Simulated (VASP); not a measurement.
Input of a VASP 6.6.1 run:

File INCAR:

```
SYSTEM = LiBe16
  ALGO = Normal
  EDIFF = 1E-7
  ENCUT = 520
  GGA = PE
  ISIF = 2
  ISMEAR = 0
  LASPH = .TRUE.
  LCHARG = .FALSE.
  LREAL = Auto
  LWAVE = .FALSE.
  NBANDS = 32
  NELM = 60
  PREC = Accurate
  SIGMA = 0.1
```

Contents of KPOINTS:

```
k-points
0
G
  4 4 3
  0 0 0
```

File POSCAR:

```
LiBe16
1.0
   -2.2900000000     -3.9663960000      0.0000000000
    3.4350000000     -1.9831980000      0.0000000000
    0.0000000000      0.0000000000      7.1768600000
Be Li
16 1
Direct
    0.7503544141      0.5002482120      0.0177572086
    0.5021250504      0.3468318386      0.2614527802
    0.7420176690      0.4209736425      0.5355163679
    0.4932239277      0.3490436083      0.7764519581
    0.5032057406      0.0070425461      0.0011916075
    0.2564416462      0.8629899184      0.2505810340
    0.5593347839     -0.0097858355      0.4759226180
    0.2501367868      0.8285377705      0.7740798901
    0.2490566206      0.5098118373      0.0221789195
   -0.0009118311      0.3668910937      0.2769223588
    0.3244009428      0.5900169313      0.5133527754
   -0.0083304305      0.3744556955      0.7906902183
    0.0010619471      0.0064602209      0.0032030721
    0.7450716025      0.8481659300      0.2264378851
   -0.0411831065     -0.1925412850      0.4662139153
    0.7509112193      0.8649195610      0.7348252578
    0.1730484521      0.1682072650      0.5557975215
```

Potentials or basis: VASP PAW PBE potentials, release 64 (Be, Li_sv).

The run is started by

```console
$ cat potpaw_PBE.64/Be/POTCAR potpaw_PBE.64/Li_sv/POTCAR > POTCAR
$ mpirun -np 1 vasp_std > vasp.out
```

What does it give for the largest force?

0.370 eV/Å.

Estimate the band gap on the k mesh.

zero (an odd number of electrons rules out a gap without spin polarisation).

Forces in eV/Å, atoms in the order of the input:
```
Be   0.020  0.031 -0.046
Be   0.007  0.011 -0.026
Be  -0.047  0.068  0.027
Be  -0.062  0.131 -0.058
Be   0.020 -0.042  0.077
Be   0.028 -0.010  0.084
Be   0.066 -0.064  0.074
Be   0.090 -0.158 -0.018
Be   0.038 -0.048  0.026
Be   0.034  0.016  0.008
Be  -0.020 -0.193  0.094
Be  -0.009 -0.093 -0.035
Be   0.047 -0.034  0.025
Be   0.004  0.031  0.010
Be  -0.286  0.161 -0.013
Be  -0.022  0.000  0.072
Li   0.093  0.193 -0.302
```

Caveat: the k points lie up to 0.40 Å⁻¹ apart, too coarse for converged energies and pressures of a metal.
